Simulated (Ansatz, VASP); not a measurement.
**Zn18SeS17 in VASP and in Ansatz**

Contents of INCAR:

```
SYSTEM = Zn18SeS17
PREC = Accurate ; ENCUT = 520
EDIFF = 1E-8 ; ISMEAR = -1
SIGMA = 0.01 ; LREAL = Auto
LASPH = .TRUE. ; NELM = 100
ALGO = Normal ; ISIF = 2
LWAVE = .FALSE. ; LCHARG = .FALSE.
GGA = PE ; LEFG = .TRUE.
NBANDS = 186
```

KPOINTS

```
Automatic mesh
0
G
  3 3 1
  0 0 0
```

Contents of POSCAR:

```
Zn18SeS17
1.0
    5.7180000000      3.3012888392      0.0000000000
   -5.7180000000      3.3012888392      0.0000000000
    0.0000000000      0.0000000000     18.6899900000
Zn S Se
18 17 1
Direct
    0.0000000000      0.0000000000      0.0000000000
    0.3333333333      0.6666666667      0.0000000000
    0.6666666667      0.3333333333      0.0000000000
    0.0000000000      0.0000000000      0.5000000000
    0.3333333333      0.6666666667      0.5000000000
    0.6666666667      0.3333333333      0.5000000000
    0.3333333333      0.3333333334      0.1666700000
    0.6666666667      0.0000000000      0.1666700000
    0.0000000000      0.6666666667      0.1666700000
    0.3333333333      1.0000000000      0.6666700000
    0.6666666667      0.6666666666      0.6666700000
    0.0000000000      0.3333333333      0.6666700000
    0.3333333333      1.0000000000      0.3333300000
    0.6666666667      0.6666666666      0.3333300000
    0.0000000000      0.3333333333      0.3333300000
    0.3333333333      0.3333333334      0.8333300000
    0.6666666667      0.0000000000      0.8333300000
    0.0000000000      0.6666666667      0.8333300000
    0.0000000000      0.0000000000      0.1250000000
    0.3333333333      0.6666666667      0.1250000000
    0.6666666667      0.3333333333      0.1250000000
    0.0000000000      0.0000000000      0.6250000000
    0.3333333333      0.6666666667      0.6250000000
    0.6666666667      0.3333333333      0.6250000000
    0.6666666667      0.0000000000      0.2916700000
    0.0000000000      0.6666666667      0.2916700000
    0.3333333333      1.0000000000      0.7916700000
    0.6666666667      0.6666666666      0.7916700000
    0.0000000000      0.3333333333      0.7916700000
    0.3333333333      1.0000000000      0.4583300000
    0.6666666667      0.6666666666      0.4583300000
    0.0000000000      0.3333333333      0.4583300000
    0.3333333333      0.3333333334      0.9583300000
    0.6666666667      0.0000000000      0.9583300000
    0.0000000000      0.6666666667      0.9583300000
    0.3333333333      0.3333333334      0.2916700000
```

Input for Ansatz:

```yaml
crystal:
  lattice:
    - [5.718, 3.3012888392, 0.0]
    - [-5.718, 3.3012888392, 0.0]
    - [0.0, 0.0, 18.68999]
  atoms:
    - { symbol: Zn, position: [0.0, 0.0, 0.0] }
    - { symbol: Zn, position: [0.3333333333, 0.6666666667, 0.0] }
    - { symbol: Zn, position: [0.6666666667, 0.3333333333, 0.0] }
    - { symbol: Zn, position: [0.0, 0.0, 0.5] }
    - { symbol: Zn, position: [0.3333333333, 0.6666666667, 0.5] }
    - { symbol: Zn, position: [0.6666666667, 0.3333333333, 0.5] }
    - { symbol: Zn, position: [0.3333333333, 0.3333333334, 0.16667] }
    - { symbol: Zn, position: [0.6666666667, 0.0, 0.16667] }
    - { symbol: Zn, position: [0.0, 0.6666666667, 0.16667] }
    - { symbol: Zn, position: [0.3333333333, 1.0, 0.66667] }
    - { symbol: Zn, position: [0.6666666667, 0.6666666666, 0.66667] }
    - { symbol: Zn, position: [0.0, 0.3333333333, 0.66667] }
    - { symbol: Zn, position: [0.3333333333, 1.0, 0.33333] }
    - { symbol: Zn, position: [0.6666666667, 0.6666666666, 0.33333] }
    - { symbol: Zn, position: [0.0, 0.3333333333, 0.33333] }
    - { symbol: Zn, position: [0.3333333333, 0.3333333334, 0.83333] }
    - { symbol: Zn, position: [0.6666666667, 0.0, 0.83333] }
    - { symbol: Zn, position: [0.0, 0.6666666667, 0.83333] }
    - { symbol: S, position: [0.0, 0.0, 0.125] }
    - { symbol: S, position: [0.3333333333, 0.6666666667, 0.125] }
    - { symbol: S, position: [0.6666666667, 0.3333333333, 0.125] }
    - { symbol: S, position: [0.0, 0.0, 0.625] }
    - { symbol: S, position: [0.3333333333, 0.6666666667, 0.625] }
    - { symbol: S, position: [0.6666666667, 0.3333333333, 0.625] }
    - { symbol: Se, position: [0.3333333333, 0.3333333334, 0.29167] }
    - { symbol: S, position: [0.6666666667, 0.0, 0.29167] }
    - { symbol: S, position: [0.0, 0.6666666667, 0.29167] }
    - { symbol: S, position: [0.3333333333, 1.0, 0.79167] }
    - { symbol: S, position: [0.6666666667, 0.6666666666, 0.79167] }
    - { symbol: S, position: [0.0, 0.3333333333, 0.79167] }
    - { symbol: S, position: [0.3333333333, 1.0, 0.45833] }
    - { symbol: S, position: [0.6666666667, 0.6666666666, 0.45833] }
    - { symbol: S, position: [0.0, 0.3333333333, 0.45833] }
    - { symbol: S, position: [0.3333333333, 0.3333333334, 0.95833] }
    - { symbol: S, position: [0.6666666667, 0.0, 0.95833] }
    - { symbol: S, position: [0.0, 0.6666666667, 0.95833] }
kpoints:
  mp_grid: { grid: [3, 3, 1] }
scf:
  occupations: { method: fermi_dirac, width: 0.01 }
hamiltonian:
  xc: pbe
  pseudopotentials: { kind: paw }
output:
  forces: true
  stress: true
  populations: true
  efg:
    quadrupole_moments_barn: { Zn: 0.122, S: -0.0694 }
    contact_densities: true
```

Alike in both runs: task electric field gradients; functional PBE; k mesh 3 × 3 × 1; occupations fermi-dirac, width 0.01 eV; no spin polarisation.

```csv
,VASP,Ansatz
version,VASP 6.6.1,Ansatz 0.2.0
potentials or method,"VASP PAW PBE potentials, release 64 (Zn, S, Se)","plane-wave PAW, scalar-relativistic"
plane-wave cutoff (eV),520,420
valence electrons in the cell,324,334
```

```csv
,VASP,Ansatz,Ansatz less VASP
gap on the k mesh at the Fermi level (eV),2.15,2.15,-0.006
pressure (GPa),3.0,2.9,-0.18
rms of the force components (eV/Å),0.156,0.154,-0.0029
```

VASP's potentials hold 324 valence electrons a cell and Ansatz's 334, so a difference there can come from the potentials and not from the codes.
